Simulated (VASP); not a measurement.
# Si (Fd-3m) in VASP: settings compared

Si is run at these levels: LDA, PBE, PBEsol; tasks: single point.

Program: VASP 6.6.1. These are calculated values, not measurements. Logs are shortened: lines on timing, memory, paths and dates and some standing lists are left out, and cuts for length are marked.

### Step 1. The cell of the first run

Symmetry: Fd-3m, No. 227, cubic system. Conventional cell: a = 5.605 Å, b = 5.605 Å, c = 5.605 Å, α = 90.00°, β = 90.00°, γ = 90.00°. Si (site symmetry -43m) has 4 Si at 2.43 Å within 3.2 Å.

### Step 2. Single point, LDA

Input file INCAR:

```
  PREC = Accurate
  ENCUT = 520
  EDIFF = 1E-7
  ISMEAR = 0
  SIGMA = 0.01
  LREAL = False
  LASPH = True
  NELM = 100
  ALGO = Normal
  ISIF = 2
  LWAVE = False
  LCHARG = True
  LELF = True
  LVHAR = True
  NBANDS = 11
```

Input file KPOINTS:

```
Automatic mesh
0
Gamma
  8 8 8
```

Input file POSCAR:

```
Si
1.0
    0.0000000000      2.8026405000      2.8026405000
    2.8026405000      0.0000000000      2.8026405000
    2.8026405000      2.8026405000      0.0000000000
Si
2
Direct
    0.0000000000      0.0000000000      0.0000000000
    0.2500000000      0.2500000000      0.2500000000
```

Potentials or basis: VASP PAW LDA potentials, release 64 (Si).

Command:

```sh
> cat potpaw_LDA.64/Si/POTCAR > POTCAR
> mpirun -np 1 vasp_std > vasp.out
```

OUTCAR:

```text
PREC = Accurate
   ENCUT = 520
   EDIFF = 1E-7
   ISMEAR = 0
   LREAL = False
   LASPH = True
   NELM = 100
   ISIF = 2

 ion  position               nearest neighbor table
   1  0.000  0.000  0.000-   2 2.43   2 2.43   2 2.43   2 2.43
   2  0.250  0.250  0.250-   1 2.43   1 2.43   1 2.43   1 2.43

  LATTYP: Found a face centered cubic cell.
 ALAT       =     5.6052810000

  Lattice vectors:

 A1 = (   0.0000000000,   2.8026405000,   2.8026405000)
 A2 = (   2.8026405000,   0.0000000000,   2.8026405000)
 A3 = (   2.8026405000,   2.8026405000,   0.0000000000)

Analysis of symmetry for initial positions (statically):
=====================================================================
 Subroutine PRICEL returns:
 Original cell was already a primitive cell.

 Routine SETGRP: Setting up the symmetry group for a
 face centered cubic supercell.

 Subroutine GETGRP returns: Found 48 space group operations
 (whereof 24 operations were pure point group operations)
 out of a pool of 48 trial point group operations.

The static configuration has the point symmetry T_d .
 The point group associated with its full space group is O_h .

Analysis of symmetry for dynamics (positions and initial velocities):
=====================================================================
 Subroutine PRICEL returns:
 Original cell was already a primitive cell.

 Routine SETGRP: Setting up the symmetry group for a
 face centered cubic supercell.

 Subroutine GETGRP returns: Found 48 space group operations
 (whereof 24 operations were pure point group operations)
 out of a pool of 48 trial point group operations.

The dynamic configuration has the point symmetry T_d .
 The point group associated with its full space group is O_h .

 Subroutine INISYM returns: Found 48 space group operations
 (whereof 24 operations are pure point group operations),
 and found     1 'primitive' translations

----------------------------------------------------------------------------------------

                                     Primitive cell

  volume of cell :      44.0283

  direct lattice vectors                    reciprocal lattice vectors
     0.000000000  2.802640500  2.802640500    -0.178403188  0.178403188  0.178403188
     2.802640500  0.000000000  2.802640500     0.178403188 -0.178403188  0.178403188
     2.802640500  2.802640500  0.000000000     0.178403188  0.178403188 -0.178403188

  length of vectors
     3.963532206  3.963532206  3.963532206     0.309003386  0.309003386  0.309003386
[... 84 lines left out ...]
   NSW    =      0    number of steps for IOM
   IBRION =     -1    ionic relax: 0-MD 1-quasi-New 2-CG
   NFREE  =      0    steps in history (QN), initial steepest desc. (CG)
   ISIF   =      2    stress and relaxation
   ISYM   =      2    0-nonsym 1-usesym 2-fastsym
   POTIM  = 0.5000    time-step for ionic-motion
   TEBEG  =    0.0;   TEEND  =   0.0 temperature during run
   PSTRESS=    0.0 pullay stress
   NELECT =       8.0000    total number of electrons
   NUPDOWN=      -1.0000    fix difference up-down
   EMIN   =  10.00;   EMAX   =-10.00  energy-range for DOS
   EFERMI =   0.00;   METHOD = LEGACY
   ISMEAR =     0;   SIGMA  =   0.01  broadening in eV -4-tet -1-fermi 0-gaus
   EFERMI_NEDOS =   21; number of points for ismear=-14 and -15
   IALGO  =     38    algorithm
   IMIX   =      4    mixing-type and parameters
     AMIX     =   0.40;   BMIX     =  1.00
     AMIX_MAG =   1.60;   BMIX_MAG =  1.00
  volume/ion in A,a.u.               =      22.01       148.56
  Fermi-wavevector in a.u.,A,eV,Ry     =   0.927244  1.752237 11.698040  0.859782
  Thomas-Fermi vector in A             =   2.053293
   LORBIT       =      0    0 simple, 1 ext, 2 COOP (PROOUT), +10 PAW based schemes
   GGA     = CA    functional components
   LHFCALC =     F    Hartree Fock is set to
   AEXX    =    0.0000 exact exchange contribution
   IVDW    =     0    specifies the selected vdW correction
   LEPSILON=     F    determine dielectric tensor
   LRPA    =     F    only Hartree local field effects (RPA)
 non-spin polarized calculation
 Gauss-broadening in eV      SIGMA  =   0.01
  energy-cutoff  :      520.00
  volume of cell :       44.03
 maximum number of plane-waves:      1243
 NGX is ok and might be reduce to    30
   NGX = 15   NGY = 15   NGZ = 15

 number of electron       7.9999999 magnetization

 Free energy of the ion-electron system (eV)
  ---------------------------------------------------
  ext. energy  EPLUGINS =         0.00000000
  ---------------------------------------------------
  free energy    TOTEN  =       -11.78283728 eV

  energy without entropy =      -11.78283728  energy(sigma->0) =      -11.78283728

 E-fermi :   4.8914     XC(G=0):  -9.2529

 val. band max:        4.8444636380   @ k =   0.0000   0.0000   0.0000
 cond. band min:       5.4909880087   @ k =   0.3750   0.3750   0.0000
 fundamental gap:      0.6465243707
 Fermi energy:         4.8914466304

 k-point     1 :       0.0000    0.0000    0.0000
  band No.  band energies     occupation
      1      -6.4924      2.00000
      2       4.8445      2.00000
      3       4.8445      2.00000
      4       4.8445      2.00000
      5       7.0054      0.00000
      6       7.3208      0.00000
      7       7.3208      0.00000
      8       7.3208      0.00000
      9      12.1310      0.00000
     10      12.5130      0.00000
     11      12.5130      0.00000
[... 309 lines left out ...]
 k-point    24 :      -0.3750    0.2500    0.1250
  band No.  band energies     occupation
      1      -3.8851      2.00000
      2      -1.6374      2.00000
      3       1.6324      2.00000
      4       2.8768      2.00000
      5       7.6038      0.00000
      6       7.9384      0.00000
      7      10.3787      0.00000
      8      11.6560      0.00000
      9      11.7178      0.00000
     10      14.9820      0.00000
     11      15.7753      0.00000

 [... further k-points ...]
[... 5 lines left out ...]
  --------------------------------------------------------------------------------------
  -------------------------------------------------------------------------------------
  Total       -2.3100659     -2.3100659     -2.3100659      0.0000000      0.0000000      0.0000000
  in kB      -84.0625918    -84.0625918    -84.0625918      0.0000000      0.0000000      0.0000000
  external PRESSURE =     -84.0625918 kB  Pullay stress =       0.0000000 kB

 VOLUME and BASIS-vectors are now :
 -----------------------------------------------------------------------------
  energy-cutoff  :      520.00
  volume of cell :       44.03
      direct lattice vectors                 reciprocal lattice vectors
     0.000000000  2.802640500  2.802640500    -0.178403188  0.178403188  0.178403188
     2.802640500  0.000000000  2.802640500     0.178403188 -0.178403188  0.178403188
     2.802640500  2.802640500  0.000000000     0.178403188  0.178403188 -0.178403188

 POSITION                                       TOTAL-FORCE (eV/Angst)
 -----------------------------------------------------------------------------------
      0.00000      0.00000      0.00000         0.000000      0.000000      0.000000
      1.40132      1.40132      1.40132        -0.000000     -0.000000     -0.000000
 -----------------------------------------------------------------------------------
    total drift:                                0.000000     -0.000000     -0.000000

  FREE ENERGIE OF THE ION-ELECTRON SYSTEM (eV)
  ---------------------------------------------------
  free  energy   TOTEN  =       -11.7828372833 eV

  energy  without entropy=      -11.7828372833  energy(sigma->0) =      -11.78283728
```

stdout:

```text
POSCAR found type information on POSCAR Si
 POSCAR found :  1 types and       2 ions
 scaLAPACK will be used
 LDA part: xc-table for (Slater(with rela. corr.)+CA(PZ))
 , standard interpolation
 POSCAR, INCAR and KPOINTS ok, starting setup
 FFT: planning ... GRIDC
 FFT: planning ... GRID_SOFT
 FFT: planning ... GRID
 WAVECAR not read
 entering main loop
```

Run time: 7.2 s. Hardware: 1 thread of Intel Xeon 6975P-C (Granite Rapids), shared host; peak memory 0.14 GiB.

Results:

- Free energy: -11.7828 eV
- Pressure: -8.4 GPa
- Band gap on the k mesh: 0.65 eV, indirect (least direct gap 2.16 eV)

Levels at points of the mesh, in eV from the valence-band top:
| k point | band 2 | band 3 | band 4 | band 5 | band 6 | band 7 |
| --- | --- | --- | --- | --- | --- | --- |
| (0.00, 0.00, 0.00) | 0.00 | 0.00 | 0.00 | 2.16 | 2.48 | 2.48 |
| (0.50, 0.00, 0.00) | -6.58 | -1.11 | -1.11 | 1.09 | 3.31 | 3.31 |
| (0.50, 0.50, 0.00) | -7.53 | -2.61 | -2.61 | 0.76 | 0.76 | 9.19 |

A k mesh can miss the band edges. Expect the measured gap to be larger: semilocal functionals such as LDA lack the derivative discontinuity.

### Step 3. Single point, PBE

Input file INCAR:

```
PREC = Accurate
ENCUT = 520
EDIFF = 1E-6
ISMEAR = 0
SIGMA = 0.01
LREAL = F
LASPH = T
NELM = 100
ALGO = Normal
ISIF = 2
LWAVE = F
LCHARG = F
GGA = PE
NBANDS = 11
```

KPOINTS is that of step 2.

POSCAR is that of step 2.

Potentials or basis: VASP PAW PBE potentials, release 64 (Si).

Command:

```sh
> cat potpaw_PBE.64/Si/POTCAR > POTCAR
> mpirun -np 1 vasp_std > vasp.out
```

It took 6.8 s on 1 thread of Intel Xeon 6975P-C (Granite Rapids), shared host; peak memory 0.15 GiB.

The run converged. Its results:

```yaml
Free_energy: -10.7875 eV
Pressure: -5.6 GPa
Band_gap_on_the_k_mesh: 0.76 eV, indirect (least direct gap 2.31 eV)
```

Levels at points of the mesh, in eV from the valence-band top:
```tsv
k point	band 1	band 2	band 3	band 4	band 5	band 6	band 7	band 8
(0.00, 0.00, 0.00)	-11.33	0.00	0.00	0.00	2.31	2.52	2.52	2.52
(0.50, 0.00, 0.00)	-9.23	-6.55	-1.11	-1.11	1.21	3.37	3.37	7.59
(0.50, 0.50, 0.00)	-7.52	-7.52	-2.61	-2.61	0.88	0.88	9.32	9.32
```

A k mesh can miss the band edges. PBE gaps usually lie below the measured ones, often by a third to a half.

### Step 4. Single point, PBEsol

Input file INCAR:

```
PREC     = Accurate       # precision mode
ENCUT    = 520            # plane-wave cutoff, eV
EDIFF    = 1E-7           # SCF threshold, eV
ISMEAR   = 0              # smearing method
SIGMA    = 0.01           # smearing width, eV
LREAL    = False          # projectors in reciprocal space
LASPH    = True           # aspherical terms in the spheres
NELM     = 100            # most SCF steps
ALGO     = Normal         # electronic algorithm
ISIF     = 2              # what is computed and relaxed
LWAVE    = False          # write WAVECAR
LCHARG   = False          # write CHGCAR
GGA      = PS             # functional
NBANDS   = 11             # bands
```

Input file KPOINTS:

```
regular mesh
0
Gamma
  8 8 8
```

POSCAR is that of step 3.

Potentials or basis: VASP PAW PBE potentials, release 64 (Si).

Command:

```sh
> cat potpaw_PBE.64/Si/POTCAR > POTCAR
> mpirun -np 1 vasp_std > vasp.out
```

OUTCAR:

```text
PREC = Accurate
   ENCUT = 520
   EDIFF = 1E-7
   ISMEAR = 0
   LREAL = False
   LASPH = True
   NELM = 100
   ISIF = 2
   GGA = PS

 ion  position               nearest neighbor table
   1  0.000  0.000  0.000-   2 2.43   2 2.43   2 2.43   2 2.43
   2  0.250  0.250  0.250-   1 2.43   1 2.43   1 2.43   1 2.43

  LATTYP: Found a face centered cubic cell.
 ALAT       =     5.6052810000

  Lattice vectors:

 A1 = (   0.0000000000,   2.8026405000,   2.8026405000)
 A2 = (   2.8026405000,   0.0000000000,   2.8026405000)
[... 516 lines left out ...]
      7      10.4276      0.00000
      8      11.6916      0.00000
      9      11.7802      0.00000
     10      15.0227      0.00000
     11      15.8455      0.00000

 [... further k-points ...]
[... 5 lines left out ...]
  --------------------------------------------------------------------------------------
  -------------------------------------------------------------------------------------
  Total       -1.9452804     -1.9452804     -1.9452804      0.0000000     -0.0000000      0.0000000
  in kB      -70.7881586    -70.7881586    -70.7881586      0.0000000     -0.0000000      0.0000000
  external PRESSURE =     -70.7881586 kB  Pullay stress =       0.0000000 kB

 VOLUME and BASIS-vectors are now :
 -----------------------------------------------------------------------------
  energy-cutoff  :      520.00
  volume of cell :       44.03
      direct lattice vectors                 reciprocal lattice vectors
     0.000000000  2.802640500  2.802640500    -0.178403188  0.178403188  0.178403188
     2.802640500  0.000000000  2.802640500     0.178403188 -0.178403188  0.178403188
     2.802640500  2.802640500  0.000000000     0.178403188  0.178403188 -0.178403188

 POSITION                                       TOTAL-FORCE (eV/Angst)
 -----------------------------------------------------------------------------------
      0.00000      0.00000      0.00000         0.000000     -0.000000      0.000000
      1.40132      1.40132      1.40132        -0.000000      0.000000     -0.000000
 -----------------------------------------------------------------------------------
    total drift:                               -0.000000     -0.000000     -0.000000

  FREE ENERGIE OF THE ION-ELECTRON SYSTEM (eV)
  ---------------------------------------------------
  free  energy   TOTEN  =       -11.3963293504 eV

  energy  without entropy=      -11.3963293504  energy(sigma->0) =      -11.39632935
```

It took 7.1 s on 1 thread of Intel Xeon 6975P-C (Granite Rapids), shared host; peak memory 0.15 GiB.

What came out:

```
Free energy            : -11.3963 eV
Pressure               : -7.1 GPa
Band gap on the k mesh : 0.64 eV, indirect (least direct gap 2.25 eV)
```

Levels at points of the mesh, in eV from the valence-band top:
```tsv
k point	band 2	band 3	band 4	band 5	band 6	band 7
(0.00, 0.00, 0.00)	0.00	0.00	0.00	2.28	2.47	2.47
(0.50, 0.00, 0.00)	-6.59	-1.12	-1.12	1.13	3.30	3.30
(0.50, 0.50, 0.00)	-7.54	-2.63	-2.63	0.76	0.76	9.27
```

Caveat: the PAW data sets were made with another functional, which shifts forces and pressure a little. A hybrid or GW would open this gap; PBEsol tends to underestimate it.

### Step 5. The runs side by side

| level | potentials or basis | gap on the mesh (eV) | pressure (GPa) |
| --- | --- | --- | --- |
| LDA | VASP PAW LDA potentials, release 64 (Si) | 0.65 | -8.4 |
| PBE | VASP PAW PBE potentials, release 64 (Si) | 0.76 | -5.6 |
| PBEsol | VASP PAW PBE potentials, release 64 (Si) | 0.64 | -7.1 |

Alike in all rows: task single point; no spin polarisation; cell as given; k mesh 8 × 8 × 8; cutoff (eV) 520; smearing gaussian 0.01 eV.

Caveats: the PAW data sets were made with another functional, which shifts forces and pressure a little (some runs).

Absolute energies hang on the potentials; compare differences alone.
